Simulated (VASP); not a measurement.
# ScAl3 (lda) (Pm-3m) in VASP: notebook

The runs below take ScAl3 (lda) through single point, relaxation of cell and atoms, with LDA.

Program: VASP 6.6.1. These are calculated values, not measurements. Logs are shortened: lines on timing, memory, paths and dates and some standing lists are left out, and cuts for length are marked.

### 1 The cell of the first run

Symmetry: Pm-3m, No. 221, cubic system. The conventional cell has a = 4.031 Å, b = 4.031 Å, c = 4.031 Å, α = 90.00°, β = 90.00°, γ = 90.00°. Within 3.8 Å of Sc (site symmetry m-3m) lie 12 Al at 2.85 Å. Al (site symmetry 4/mmm) has 4 Sc at 2.85 Å and 8 Al at 2.85 Å within 3.8 Å.

### 2 Single point, LDA

The input, INCAR:

```
SYSTEM = ScAl3
PREC = Accurate ; ENCUT = 520
EDIFF = 1E-6 ; ISMEAR = 0
SIGMA = 0.1 ; LREAL = .False.
LASPH = .True. ; NELM = 100
ALGO = Normal ; ISIF = 2
LWAVE = .False. ; LCHARG = .False.
GGA = CA ; NBANDS = 18
```

The input, KPOINTS:

```
regular mesh
0
Gamma
  10 10 10
  0 0 0
```

The input, POSCAR:

```
ScAl3
1.0
    4.0312401869      0.0000000000      0.0000000000
    0.0000000000      4.0312401869      0.0000000000
    0.0000000000      0.0000000000      4.0312401869
Sc Al
1 3
Direct
    0.0000000000      0.0000000000      0.0000000000
    0.5000000000      0.0000000000      0.5000000000
    0.0000000000      0.5000000000      0.5000000000
    0.5000000000      0.5000000000      0.0000000000
```

Potentials or basis: VASP PAW LDA potentials, release 64 (Sc_sv, Al).

On the command line:

```sh
$ cat potpaw_LDA.64/Sc_sv/POTCAR potpaw_LDA.64/Al/POTCAR > POTCAR
$ mpirun -np 1 vasp_std > vasp.out
```

OUTCAR:

```text
SYSTEM = ScAl3
   PREC = Accurate
   ENCUT = 520
   EDIFF = 1E-6
   ISMEAR = 0
   LREAL = .False.
   LASPH = .True.
   NELM = 100
   ISIF = 2
   GGA = CA

 ion  position               nearest neighbor table
   1  0.000  0.000  0.000-   2 2.85   3 2.85   4 2.85   2 2.85   3 2.85   3 2.85   4 2.85   3 2.85
                             2 2.85   4 2.85   2 2.85   4 2.85
   2  0.500  0.000  0.500-   1 2.85   3 2.85   4 2.85   1 2.85   4 2.85   3 2.85   4 2.85   4 2.85
                             1 2.85   3 2.85   1 2.85   3 2.85
   3  0.000  0.500  0.500-   1 2.85   2 2.85   4 2.85   1 2.85   4 2.85   1 2.85   2 2.85   1 2.85
                             2 2.85   4 2.85   4 2.85   2 2.85
   4  0.500  0.500  0.000-   1 2.85   2 2.85   3 2.85   2 2.85   3 2.85   1 2.85   2 2.85   2 2.85
                             1 2.85   3 2.85   3 2.85   1 2.85

  LATTYP: Found a simple cubic cell.
 ALAT       =     4.0312401869

  Lattice vectors:

 A1 = (   4.0312401869,   0.0000000000,   0.0000000000)
 A2 = (   0.0000000000,   4.0312401869,   0.0000000000)
 A3 = (   0.0000000000,   0.0000000000,   4.0312401869)

Analysis of symmetry for initial positions (statically):
=====================================================================
 Subroutine PRICEL returns:
 Original cell was already a primitive cell.

 Routine SETGRP: Setting up the symmetry group for a
 simple cubic supercell.

 Subroutine GETGRP returns: Found 48 space group operations
 (whereof 48 operations were pure point group operations)
 out of a pool of 48 trial point group operations.

The static configuration has the point symmetry O_h .

Analysis of symmetry for dynamics (positions and initial velocities):
=====================================================================
 Subroutine PRICEL returns:
 Original cell was already a primitive cell.

 Routine SETGRP: Setting up the symmetry group for a
 simple cubic supercell.

 Subroutine GETGRP returns: Found 48 space group operations
 (whereof 48 operations were pure point group operations)
 out of a pool of 48 trial point group operations.

The dynamic configuration has the point symmetry O_h .

 Subroutine INISYM returns: Found 48 space group operations
 (whereof 48 operations are pure point group operations),
 and found     1 'primitive' translations

----------------------------------------------------------------------------------------

                                     Primitive cell

  volume of cell :      65.5113

  direct lattice vectors                    reciprocal lattice vectors
     4.031240187  0.000000000  0.000000000     0.248062619  0.000000000  0.000000000
[... 91 lines left out ...]
   LREAL  =      F    real-space projection
   EDIFFG = 0.1E-04   stopping-criterion for IOM
   NSW    =      0    number of steps for IOM
   IBRION =     -1    ionic relax: 0-MD 1-quasi-New 2-CG
   NFREE  =      0    steps in history (QN), initial steepest desc. (CG)
   ISIF   =      2    stress and relaxation
   ISYM   =      2    0-nonsym 1-usesym 2-fastsym
   POTIM  = 0.5000    time-step for ionic-motion
   TEBEG  =    0.0;   TEEND  =   0.0 temperature during run
   PSTRESS=    0.0 pullay stress
   NELECT =      20.0000    total number of electrons
   NUPDOWN=      -1.0000    fix difference up-down
   EMIN   =  10.00;   EMAX   =-10.00  energy-range for DOS
   EFERMI =   0.00;   METHOD = LEGACY
   ISMEAR =     0;   SIGMA  =   0.10  broadening in eV -4-tet -1-fermi 0-gaus
   EFERMI_NEDOS =   21; number of points for ismear=-14 and -15
   IALGO  =     38    algorithm
   IMIX   =      4    mixing-type and parameters
     AMIX     =   0.40;   BMIX     =  1.00
     AMIX_MAG =   1.60;   BMIX_MAG =  1.00
  volume/ion in A,a.u.               =      16.38       110.52
  Fermi-wavevector in a.u.,A,eV,Ry     =   1.102333  2.083107 16.532958  1.215138
  Thomas-Fermi vector in A             =   2.238774
   LORBIT       =      0    0 simple, 1 ext, 2 COOP (PROOUT), +10 PAW based schemes
   GGA     = CA    functional components
   LHFCALC =     F    Hartree Fock is set to
   AEXX    =    0.0000 exact exchange contribution
   IVDW    =     0    specifies the selected vdW correction
   LEPSILON=     F    determine dielectric tensor
   LRPA    =     F    only Hartree local field effects (RPA)
 non-spin polarized calculation
 Gauss-broadening in eV      SIGMA  =   0.10
  energy-cutoff  :      520.00
  volume of cell :       65.51
 maximum number of plane-waves:      1791
 NGX is ok and might be reduce to    30
   NGX = 15   NGY = 15   NGZ = 15

 number of electron      20.0000004 magnetization

 Free energy of the ion-electron system (eV)
  ---------------------------------------------------
  ext. energy  EPLUGINS =         0.00000000
  ---------------------------------------------------
  free energy    TOTEN  =       -21.29250170 eV

  energy without entropy =      -21.28757231  energy(sigma->0) =      -21.29003700

 E-fermi :   7.4508     XC(G=0): -10.7727

 val. band max:        7.4341117370   @ k =   0.5000   0.1000   0.1000
 cond. band min:       7.4551228198   @ k =   0.3000   0.0000   0.0000
 fundamental gap:      0.0210110828
 Fermi energy:         7.4507739677

 k-point     1 :       0.0000    0.0000    0.0000
  band No.  band energies     occupation
      1     -40.7993      2.00000
      2     -19.8646      2.00000
      3     -19.8646      2.00000
      4     -19.8646      2.00000
      5      -2.7685      2.00000
      6       4.7515      2.00000
[... 481 lines left out ...]
      5      -1.7521      2.00000
      6       1.8367      2.00000
[... 10 lines left out ...]
     17      12.4226      0.00000
     18      13.2409      0.00000

 [... further k-points ...]
[... 5 lines left out ...]
  --------------------------------------------------------------------------------------
  -------------------------------------------------------------------------------------
  Total        0.0613061      0.0613061      0.0613061      0.0000000      0.0000000     -0.0000000
  in kB        1.4993346      1.4993346      1.4993346      0.0000000      0.0000000     -0.0000000
  external PRESSURE =       1.4993346 kB  Pullay stress =       0.0000000 kB

 VOLUME and BASIS-vectors are now :
 -----------------------------------------------------------------------------
  energy-cutoff  :      520.00
  volume of cell :       65.51
      direct lattice vectors                 reciprocal lattice vectors
     4.031240187  0.000000000  0.000000000     0.248062619  0.000000000  0.000000000
     0.000000000  4.031240187  0.000000000     0.000000000  0.248062619  0.000000000
     0.000000000  0.000000000  4.031240187     0.000000000  0.000000000  0.248062619

 POSITION                                       TOTAL-FORCE (eV/Angst)
 -----------------------------------------------------------------------------------
      0.00000      0.00000      0.00000         0.000000      0.000000      0.000000
      2.01562      0.00000      2.01562         0.000000      0.000000      0.000000
      0.00000      2.01562      2.01562         0.000000      0.000000      0.000000
      2.01562      2.01562      0.00000         0.000000      0.000000      0.000000
 -----------------------------------------------------------------------------------
    total drift:                               -0.000000     -0.000000      0.000000

  FREE ENERGIE OF THE ION-ELECTRON SYSTEM (eV)
  ---------------------------------------------------
  free  energy   TOTEN  =       -21.2925016976 eV

  energy  without entropy=      -21.2875723090  energy(sigma->0) =      -21.29003700
```

stdout:

```text
POSCAR found type information on POSCAR ScAl
 POSCAR found :  2 types and       4 ions
 scaLAPACK will be used
 LDA part: xc-table for (Slater(with rela. corr.)+CA(PZ))
 , standard interpolation
 POSCAR, INCAR and KPOINTS ok, starting setup
 FFT: planning ... GRIDC
 FFT: planning ... GRID_SOFT
 FFT: planning ... GRID
 WAVECAR not read
 entering main loop
```

Wall time 89 s (1 thread of AMD EPYC 7R13 (Zen 3), shared host); peak memory 0.15 GiB.

Results:

```yaml
Free_energy: -21.2925 eV
Pressure: 0.1 GPa
Band_gap_on_the_k_mesh: zero (band 10 reaches 8.46 eV, above the bottom of band 11 at 4.51 eV)
```

### 3 Relaxation of cell and atoms, LDA

This run uses another cell than the first one, of 17.08 Å³/atom, 1.043 times its volume.

The input, INCAR:

```
PREC     = Accurate       # precision mode
ENCUT    = 600            # plane-wave cutoff, eV
EDIFF    = 1E-6           # SCF threshold, eV
ISMEAR   = 0              # smearing method
SIGMA    = 0.1            # smearing width, eV
LREAL    = False          # projectors in reciprocal space
LASPH    = True           # aspherical terms in the spheres
NELM     = 100            # most SCF steps
ALGO     = Normal         # electronic algorithm
ISIF     = 3              # what is computed and relaxed
LWAVE    = False          # write WAVECAR
LCHARG   = False          # write CHGCAR
GGA      = CA             # functional
IBRION   = 2              # ionic algorithm
NSW      = 100            # ionic steps
EDIFFG   = -0.002         # ionic threshold
```

The input, KPOINTS:

```
Automatic mesh
0
Gamma
  10 10 10
```

The input, POSCAR:

```
ScAl3
1.0
    4.0878065700      0.0000000000      0.0000000000
    0.0000000000      4.0878065700      0.0000000000
    0.0000000000      0.0000000000      4.0878065700
Sc Al
1 3
Direct
    0.0000000000      0.0000000000      0.0000000000
    0.5000000000      0.0000000000      0.5000000000
    0.0000000000      0.5000000000      0.5000000000
    0.5000000000      0.5000000000      0.0000000000
```

Potentials or basis: VASP PAW LDA potentials, release 64 (Sc_sv, Al).

On the command line:

```sh
$ cat potpaw_LDA.64/Sc_sv/POTCAR potpaw_LDA.64/Al/POTCAR > POTCAR
$ mpirun -np 1 vasp_std > vasp.out
```

Wall time 3.6 min (1 thread of AMD EPYC 7R13 (Zen 3), shared host); peak memory 0.19 GiB.

The run converged. Its results:

```yaml
Free_energy: -21.2930 eV
Relaxed_volume: 16.41 Å³/atom
Relaxed_cell: a = 4.034 Å, b = 4.034 Å, c = 4.034 Å, α = 90.00°, β = 90.00°, γ = 90.00°
Space_group_after_relaxing_to_0.05_Å: Pm-3m (No. 221)
Energy_gained_by_relaxing: 7.7 meV/atom
Ionic_steps: 3
Pressure_after_relaxing: 0.0 GPa
Band_gap_on_the_k_mesh: zero (band 10 reaches 8.43 eV, above the bottom of band 11 at 4.49 eV)
```

The path:
| step | energy change (eV) | largest force (eV/Å) | pressure (GPa) | volume (Å³) |
| --- | --- | --- | --- | --- |
| 1 | 0.0000 | 0.0000 | -3.56 | 68.31 |
| 2 | -0.0259 | 0.0000 | 1.55 | 64.63 |
| 3 | -0.0307 | 0.0000 | 0.00 | 65.63 |

Final structure:
```yaml
crystal:
  lattice:
    - [4.03377, 0.00000, 0.00000]
    - [0.00000, 4.03377, 0.00000]
    - [0.00000, 0.00000, 4.03377]
  atoms:
    - { symbol: Sc, position: [0.00000, 0.00000, 0.00000] }
    - { symbol: Al, position: [0.50000, 0.00000, 0.50000] }
    - { symbol: Al, position: [0.00000, 0.50000, 0.50000] }
    - { symbol: Al, position: [0.50000, 0.50000, 0.00000] }
```

Levels at points of the mesh, in eV from the Fermi level:
```tsv
k point	band 7	band 8	band 9	band 10	band 11	band 12	band 13	band 14
(0.00, 0.00, 0.00)	-2.70	-1.81	-1.81	-1.81	1.28	1.28	1.28	1.28
(0.50, 0.00, 0.00)	-1.78	-1.78	-1.57	1.00	1.08	1.08	1.40	1.63
(0.50, 0.50, 0.00)	-5.67	-4.43	-0.59	-0.59	1.22	1.38	2.10	2.52
(0.50, 0.50, 0.50)	-4.89	-4.59	-2.94	-2.94	-2.94	1.05	2.63	2.63
```

### 4 Single point, LDA (volume scaled by 1.06)

The input, INCAR:

```
  ALGO = Normal
  EDIFF = 1E-6
  ENCUT = 520
  GGA = CA
  ISIF = 2
  ISMEAR = 0
  LASPH = T
  LCHARG = T
  LELF = T
  LREAL = F
  LVHAR = T
  LWAVE = F
  NBANDS = 18
  NELM = 100
  PREC = Accurate
  SIGMA = 0.1
```

The input, KPOINTS:

```
k-points
0
Gamma
  10 10 10
```

The input, POSCAR:

```
ScAl3
1.0
    4.1103041848      0.0000000000      0.0000000000
    0.0000000000      4.1103041848      0.0000000000
    0.0000000000      0.0000000000      4.1103041848
Sc Al
1 3
Direct
    0.0000000000      0.0000000000      0.0000000000
    0.5000000000      0.0000000000      0.5000000000
    0.0000000000      0.5000000000      0.5000000000
    0.5000000000      0.5000000000      0.0000000000
```

On the command line:

```sh
$ cat potpaw_LDA.64/Sc_sv/POTCAR potpaw_LDA.64/Al/POTCAR > POTCAR
$ mpirun -np 1 vasp_std > vasp.out
```

Wall time 2.5 min (1 thread of AMD EPYC 7R13 (Zen 3), shared host); peak memory 0.16 GiB.

Results (log left out):

```yaml
Free_energy: -21.2323 eV
Pressure: -4.9 GPa
Band_gap_on_the_k_mesh: zero (band 10 reaches 7.71 eV, above the bottom of band 11 at 4.04 eV)
```

Levels at points of the mesh, in eV from the Fermi level:
| k point | band 8 | band 9 | band 10 | band 11 | band 12 | band 13 |
| --- | --- | --- | --- | --- | --- | --- |
| (0.00, 0.00, 0.00) | -1.77 | -1.77 | -1.77 | 1.25 | 1.25 | 1.25 |
| (0.50, 0.00, 0.00) | -1.69 | -1.45 | 0.68 | 1.00 | 1.00 | 1.40 |
| (0.50, 0.50, 0.00) | -4.29 | -0.54 | -0.54 | 1.21 | 1.32 | 1.98 |
| (0.50, 0.50, 0.50) | -4.38 | -2.88 | -2.88 | -2.88 | 0.91 | 2.49 |

Caveat: the cell differs from its parent crystal (volume scaled by 1.06).

### 5 The runs side by side

```csv
task,cell,cutoff (eV),gap on the mesh (eV),pressure (GPa)
single point,"a = 4.031 Å, 4 atoms",520,none,0.1
relaxation of cell and atoms,"relaxed from a = 4.088 Å, 4 atoms",600,none,0.0
single point,"a = 4.110 Å, 4 atoms",520,none,-4.9
```

Alike in all rows: level LDA; potentials or basis VASP PAW LDA potentials, release 64 (Sc_sv, Al); no spin polarisation; k mesh 10 × 10 × 10; smearing gaussian 0.1 eV.

Absolute energies hang on the potentials; compare differences alone.
